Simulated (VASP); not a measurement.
# Zr2B (Cmcm) in VASP: single point with PBE

Aim: the single point of Zr2B with PBE.

Program: VASP 6.6.1. These are calculated values, not measurements. Logs are shortened: lines on timing, memory, paths and dates and some standing lists are left out, and cuts for length are marked.

**1. The cell of the first run**

The structure is orthorhombic, space group Cmcm (No. 63). Conventional cell: a = 3.210 Å, b = 14.356 Å, c = 4.492 Å, α = 90.00°, β = 90.00°, γ = 90.00°. Within 3.3 Å of Zr (site symmetry m2m) lie 6 B at 2.51 to 2.76 Å and 6 Zr at 2.91 to 3.21 Å. Zr (site symmetry m2m) has 2 B at 2.41 Å and 8 Zr at 2.92 to 3.21 Å within 3.3 Å. Within 3.3 Å of B (site symmetry m2m) lie 8 Zr at 2.41 to 2.76 Å and 4 B at 3.01 to 3.21 Å.

**2. Single point, PBE**

INCAR reads:

```
PREC     = Accurate       # precision mode
ENCUT    = 520            # plane-wave cutoff, eV
EDIFF    = 1E-6           # SCF threshold, eV
ISMEAR   = 0              # smearing method
SIGMA    = 0.1            # smearing width, eV
LREAL    = F              # projectors in reciprocal space
LASPH    = T              # aspherical terms in the spheres
NELM     = 80             # most SCF steps
ALGO     = Fast           # electronic algorithm
ISIF     = 2              # what is computed and relaxed
LWAVE    = F              # write WAVECAR
LCHARG   = F              # write CHGCAR
GGA      = PE             # functional
NBANDS   = 36             # bands
```

KPOINTS reads:

```
regular mesh
0
Gamma
  12 12 8
```

POSCAR reads:

```
Zr2B
1.0
    1.6052221151     -7.1779131267      0.0000000000
    1.6052221151      7.1779131267      0.0000000000
    0.0000000000      0.0000000000      4.4922878622
Zr B
4 2
Direct
    0.5644849217      0.4355150783      0.7500000000
    0.4355150783      0.5644849217      0.2500000000
    0.3055358452      0.6944641548      0.7500000000
    0.6944641548      0.3055358452      0.2500000000
    0.9303536050      0.0696463950      0.7500000000
    0.0696463950      0.9303536050      0.2500000000
```

Potentials or basis: VASP PAW PBE potentials, release 64 (Zr_sv, B).

On the command line:

```sh
> cat potpaw_PBE.64/Zr_sv/POTCAR potpaw_PBE.64/B/POTCAR > POTCAR
> mpirun -np 1 vasp_std > vasp.out
```

OUTCAR:

```text
PREC = Accurate
   ENCUT = 520
   EDIFF = 1E-6
   ISMEAR = 0
   LREAL = F
   LASPH = T
   NELM = 80
   ISIF = 2
   GGA = PE

 ion  position               nearest neighbor table
   1  0.564  0.436  0.750-   5 2.51   5 2.51   6 2.76   6 2.76   6 2.76   6 2.76   2 2.91   2 2.91
                             4 2.92   4 2.92   3 3.72   3 3.81   3 3.81
   2  0.436  0.564  0.250-   6 2.51   6 2.51   5 2.76   5 2.76   5 2.76   5 2.76   1 2.91   1 2.91
                             3 2.92   3 2.92   4 3.72   4 3.81   4 3.81
   3  0.306  0.694  0.750-   5 2.41   5 2.41   2 2.92   2 2.92   4 3.19   4 3.19   4 3.19   4 3.19
                             1 3.72   1 3.81   1 3.81
   4  0.694  0.306  0.250-   6 2.41   6 2.41   1 2.92   1 2.92   3 3.19   3 3.19   3 3.19   3 3.19
                             2 3.72   2 3.81   2 3.81
   5  0.930  0.070  0.750-   3 2.41   3 2.41   1 2.51   1 2.51   2 2.76   2 2.76   2 2.76   2 2.76

   6  0.070  0.930  0.250-   4 2.41   4 2.41   2 2.51   2 2.51   1 2.76   1 2.76   1 2.76   1 2.76

  LATTYP: Found a base centered orthorhombic cell.
 ALAT       =     3.2104442302
 B/A-ratio  =     4.4716011941
 C/A-ratio  =     1.3992729791

  Lattice vectors:

 A1 = (   1.6052221151,  -7.1779131267,   0.0000000000)
 A2 = (   1.6052221151,   7.1779131267,   0.0000000000)
 A3 = (   0.0000000000,   0.0000000000,   4.4922878622)

Analysis of symmetry for initial positions (statically):
=====================================================================
 Subroutine PRICEL returns:
 Original cell was already a primitive cell.

 Routine SETGRP: Setting up the symmetry group for a
 base centered orthorhombic supercell.

 Subroutine GETGRP returns: Found  8 space group operations
 (whereof  4 operations were pure point group operations)
 out of a pool of  8 trial point group operations.

The static configuration has the point symmetry C_2h.
 The point group associated with its full space group is D_2h.

Analysis of symmetry for dynamics (positions and initial velocities):
=====================================================================
 Subroutine PRICEL returns:
 Original cell was already a primitive cell.

 Routine SETGRP: Setting up the symmetry group for a
 base centered orthorhombic supercell.

 Subroutine GETGRP returns: Found  8 space group operations
 (whereof  4 operations were pure point group operations)
 out of a pool of  8 trial point group operations.

The dynamic configuration has the point symmetry C_2h.
 The point group associated with its full space group is D_2h.

 Subroutine INISYM returns: Found  8 space group operations
 (whereof  4 operations are pure point group operations),
 and found     1 'primitive' translations

----------------------------------------------------------------------------------------

                                     Primitive cell

  volume of cell :     103.5216

  direct lattice vectors                    reciprocal lattice vectors
     1.605222115 -7.177913127  0.000000000     0.311483374 -0.069658129  0.000000000
     1.605222115  7.177913127  0.000000000     0.311483374  0.069658129  0.000000000
     0.000000000  0.000000000  4.492287862     0.000000000  0.000000000  0.222603722

  length of vectors
     7.355214130  7.355214130  4.492287862     0.319177297  0.319177297  0.222603722

  position of ions in fractional coordinates (direct lattice)
     0.564484922  0.435515078  0.750000000
     0.435515078  0.564484922  0.250000000
     0.305535845  0.694464155  0.750000000
     0.694464155  0.305535845  0.250000000
     0.930353605  0.069646395  0.750000000
     0.069646395  0.930353605  0.250000000

  ion indices of the primitive-cell ions
   primitive index   ion index
                 1           1
                 2           2
                 3           3
                 4           4
                 5           5
                 6           6

----------------------------------------------------------------------------------------

 KPOINTS: regular mesh

Automatic generation of k-mesh.
 Grid dimensions read from file:
 generate k-points for:   12   12    8

 Generating k-lattice:

  Cartesian coordinates                     Fractional coordinates (reciprocal lattice)
     0.025956948 -0.005804844  0.000000000     0.083333333  0.000000000  0.000000000
     0.025956948  0.005804844  0.000000000     0.000000000  0.083333333  0.000000000
     0.000000000  0.000000000  0.027825465     0.000000000  0.000000000  0.125000000

  Length of vectors
     0.026598108  0.026598108  0.027825465

  Shift w.r.t. Gamma in fractional coordinates (k-lattice)
     0.000000000  0.000000000  0.000000000

 Subroutine IBZKPT returns following result:
 ===========================================

 Found    215 irreducible k-points:

 Following reciprocal coordinates:
            Coordinates               Weight
  0.000000  0.000000  0.000000      1.000000
  0.083333 -0.000000  0.000000      4.000000
  0.166667  0.000000  0.000000      4.000000
  0.250000  0.000000  0.000000      4.000000
  0.333333 -0.000000  0.000000      4.000000
  0.416667  0.000000  0.000000      4.000000
[... 16 lines left out ...]
  0.500000  0.166667  0.000000      4.000000
 -0.416667  0.166667  0.000000      4.000000
 [... further k-points ...]
   k-points           NKPTS =    215   k-points in BZ     NKDIM =    215   number of bands    NBANDS=     36
   number of dos      NEDOS =    301   number of ions     NIONS =      6
   total plane-waves  NPLWV = 112896
   dimension x,y,z NGX =    56 NGY =   56 NGZ =   36
   dimension x,y,z NGXF=   112 NGYF=  112 NGZF=   72
   ions per type =               4   2
   NGX,Y,Z   is equivalent  to a cutoff of  12.66, 12.66, 13.32 a.u.
   NGXF,Y,Z  is equivalent  to a cutoff of  25.31, 25.31, 26.65 a.u.
 SYSTEM =  unknown system
   PREC   = accura    normal or accurate (medium, high low for compatibility)
   ISTART =      0    job   : 0-new  1-cont  2-samecut
   ICHARG =      2    charge: 1-file 2-atom 10-const
   ISPIN  =      1    spin polarized calculation?
   LNONCOLLINEAR =      F non collinear calculations
   LSORBIT =      F    spin-orbit coupling
   LASPH  =      T    aspherical Exc in radial PAW
   ENCUT  =  520.0 eV  38.22 Ry    6.18 a.u.  13.68 13.68  8.35*2*pi/ulx,y,z
   NELM   =     80;   NELMIN=  2; NELMDL= -5     # of ELM steps
   EDIFF  = 0.1E-05   stopping-criterion for ELM
   LREAL  =      F    real-space projection
   EDIFFG = 0.1E-04   stopping-criterion for IOM
   NSW    =      0    number of steps for IOM
   IBRION =     -1    ionic relax: 0-MD 1-quasi-New 2-CG
   NFREE  =      0    steps in history (QN), initial steepest desc. (CG)
   ISIF   =      2    stress and relaxation
   ISYM   =      2    0-nonsym 1-usesym 2-fastsym
   POTIM  = 0.5000    time-step for ionic-motion
   TEBEG  =    0.0;   TEEND  =   0.0 temperature during run
   PSTRESS=    0.0 pullay stress
   NELECT =      54.0000    total number of electrons
   NUPDOWN=      -1.0000    fix difference up-down
   EMIN   =  10.00;   EMAX   =-10.00  energy-range for DOS
   EFERMI =   0.00;   METHOD = LEGACY
   ISMEAR =     0;   SIGMA  =   0.10  broadening in eV -4-tet -1-fermi 0-gaus
   EFERMI_NEDOS =   21; number of points for ismear=-14 and -15
   IALGO  =     68    algorithm
   IMIX   =      4    mixing-type and parameters
     AMIX     =   0.40;   BMIX     =  1.00
     AMIX_MAG =   1.60;   BMIX_MAG =  1.00
  volume/ion in A,a.u.               =      17.25       116.43
  Fermi-wavevector in a.u.,A,eV,Ry     =   1.317839  2.490355 23.629243  1.736700
  Thomas-Fermi vector in A             =   2.447852
   LORBIT       =      0    0 simple, 1 ext, 2 COOP (PROOUT), +10 PAW based schemes
   GGA     = PE    functional components
   LHFCALC =     F    Hartree Fock is set to
   AEXX    =    0.0000 exact exchange contribution
   IVDW    =     0    specifies the selected vdW correction
   LEPSILON=     F    determine dielectric tensor
   LRPA    =     F    only Hartree local field effects (RPA)
 non-spin polarized calculation
 RMM-DIIS sequential band-by-band and
 Gauss-broadening in eV      SIGMA  =   0.10
  energy-cutoff  :      520.00
  volume of cell :      103.52
 maximum number of plane-waves:      2815
   NGX = 27   NGY = 27   NGZ = 17

 number of electron      54.0000000 magnetization

 Free energy of the ion-electron system (eV)
  ---------------------------------------------------
  ext. energy  EPLUGINS =         0.00000000
  ---------------------------------------------------
  free energy    TOTEN  =       -47.58358616 eV

  energy without entropy =      -47.55383718  energy(sigma->0) =      -47.56871167

 E-fermi :   8.7863     XC(G=0): -11.3631

 val. band max:        8.7862763240   @ k =  -0.4167   0.1667   0.5000
 cond. band min:       8.7880633916   @ k =   0.3333   0.2500   0.1250
 fundamental gap:      0.0017870676
 Fermi energy:         8.7862854520

 k-point     1 :       0.0000    0.0000    0.0000
  band No.  band energies     occupation
      1     -39.7247      2.00000
      2     -39.5843      2.00000
      3     -39.5254      2.00000
      4     -39.4239      2.00000
      5     -18.2913      2.00000
      6     -17.9831      2.00000
[... 28 lines left out ...]
     35      11.1224      0.00000
     36      13.1892      0.00000

 k-point     2 :       0.0833   -0.0000    0.0000
  band No.  band energies     occupation
      1     -39.7210      2.00000
      2     -39.5824      2.00000
      3     -39.5201      2.00000
      4     -39.4223      2.00000
      5     -18.2824      2.00000
      6     -17.9793      2.00000
[... 28 lines left out ...]
     35      11.7837      0.00000
     36      12.3557      0.00000

 k-point     3 :       0.1667    0.0000    0.0000
  band No.  band energies     occupation
      1     -39.7106      2.00000
      2     -39.5770      2.00000
      3     -39.5055      2.00000
      4     -39.4182      2.00000
      5     -18.2574      2.00000
      6     -17.9690      2.00000
[... 28 lines left out ...]
     35      12.0360      0.00000
     36      12.4161      0.00000

 k-point     4 :       0.2500    0.0000    0.0000
  band No.  band energies     occupation
      1     -39.6964      2.00000
      2     -39.5692      2.00000
      3     -39.4852      2.00000
      4     -39.4134      2.00000
      5     -18.2222      2.00000
      6     -17.9561      2.00000
[... 28 lines left out ...]
     35      12.2396      0.00000
     36      12.6420      0.00000

 k-point     5 :       0.3333   -0.0000    0.0000
  band No.  band energies     occupation
      1     -39.6820      2.00000
      2     -39.5609      2.00000
      3     -39.4634      2.00000
      4     -39.4105      2.00000
      5     -18.1854      2.00000
      6     -17.9830      2.00000
[... 655 lines left out ...]
 k-point    22 :       0.4167    0.1667    0.0000
  band No.  band energies     occupation
      1     -39.6699      2.00000
      2     -39.5593      2.00000
      3     -39.4346      2.00000
      4     -39.4183      2.00000
      5     -18.1442      2.00000
      6     -18.0862      2.00000
[... 28 lines left out ...]
     35      12.7511      0.00000
     36      13.2530      0.00000

 k-point    23 :       0.5000    0.1667    0.0000
  band No.  band energies     occupation
      1     -39.6788      2.00000
      2     -39.5704      2.00000
      3     -39.4495      2.00000
      4     -39.4181      2.00000
      5     -18.1606      2.00000
      6     -17.9903      2.00000
[... 28 lines left out ...]
     35      12.3469      0.00000
     36      12.6447      0.00000

 k-point    24 :      -0.4167    0.1667    0.0000
  band No.  band energies     occupation
      1     -39.6921      2.00000
      2     -39.5826      2.00000
      3     -39.4695      2.00000
      4     -39.4199      2.00000
      5     -18.1916      2.00000
      6     -17.9660      2.00000
[... 28 lines left out ...]
     35      12.2245      0.00000
     36      12.5650      0.00000

 [... further k-points ...]

------------------------ aborting loop because EDIFF is reached ----------------------------------------

  FORCE on cell =-STRESS in cart. coord.  units (eV):
  Direction    XX          YY          ZZ          XY          YZ          ZX
  --------------------------------------------------------------------------------------
  -------------------------------------------------------------------------------------
  Total        0.0313967      0.0660015      0.0635951      0.0000000     -0.0000000      0.0000000
  in kB        0.4859187      1.0214879      0.9842452      0.0000000     -0.0000000      0.0000000
  external PRESSURE =       0.8305506 kB  Pullay stress =       0.0000000 kB

 VOLUME and BASIS-vectors are now :
 -----------------------------------------------------------------------------
  energy-cutoff  :      520.00
  volume of cell :      103.52
      direct lattice vectors                 reciprocal lattice vectors
     1.605222115 -7.177913127  0.000000000     0.311483374 -0.069658129  0.000000000
     1.605222115  7.177913127  0.000000000     0.311483374  0.069658129  0.000000000
     0.000000000  0.000000000  4.492287862     0.000000000  0.000000000  0.222603722

 POSITION                                       TOTAL-FORCE (eV/Angst)
 -----------------------------------------------------------------------------------
      1.60522     -0.92573      3.36922         0.000000      0.003432      0.000000
      1.60522      0.92573      1.12307         0.000000     -0.003432     -0.000000
      1.60522      2.79169      3.36922         0.000000      0.008471      0.000000
      1.60522     -2.79169      1.12307         0.000000     -0.008471     -0.000000
      1.60522     -6.17808      3.36922         0.000000     -0.000590      0.000000
      1.60522      6.17808      1.12307         0.000000      0.000590      0.000000
 -----------------------------------------------------------------------------------
    total drift:                                0.000000     -0.000000     -0.000000

  FREE ENERGIE OF THE ION-ELECTRON SYSTEM (eV)
  ---------------------------------------------------
  free  energy   TOTEN  =       -47.5835861637 eV

  energy  without entropy=      -47.5538371753  energy(sigma->0) =      -47.56871167
```

Wall time 37 min (1 thread of Intel Xeon Platinum 8488C (Sapphire Rapids), shared host); peak memory 0.76 GiB.

What came out:

```yaml
Free_energy: -47.5836 eV
Pressure: 0.1 GPa
Largest_force: 0.008 eV/Å
Band_gap_on_the_k_mesh: zero (bands 27 and 28 overlap by 0.87 eV)
```

Forces in eV/Å, atoms in the order of the input:
```
Zr   0.000  0.003  0.000
Zr   0.000 -0.003  0.000
Zr   0.000  0.008  0.000
Zr   0.000 -0.008  0.000
B    0.000 -0.001  0.000
B    0.000  0.001  0.000
```

Levels at points of the mesh, in eV from the Fermi level:
```csv
k point,band 25,band 26,band 27,band 28,band 29,band 30
"(0.00, 0.00, 0.00)",-0.86,-0.71,-0.16,0.23,0.32,1.38
"(0.50, 0.00, 0.00)",-1.43,-0.47,-0.33,0.34,1.06,1.23
"(0.50, 0.50, 0.00)",-1.00,-0.92,0.10,0.16,0.39,1.37
"(0.00, 0.00, 0.50)",-0.62,-0.62,-0.47,-0.47,0.49,0.49
"(0.50, 0.00, 0.50)",-0.58,-0.58,0.22,0.22,1.18,1.18
"(0.50, 0.50, 0.50)",-0.45,-0.45,-0.30,-0.30,0.22,0.22
```
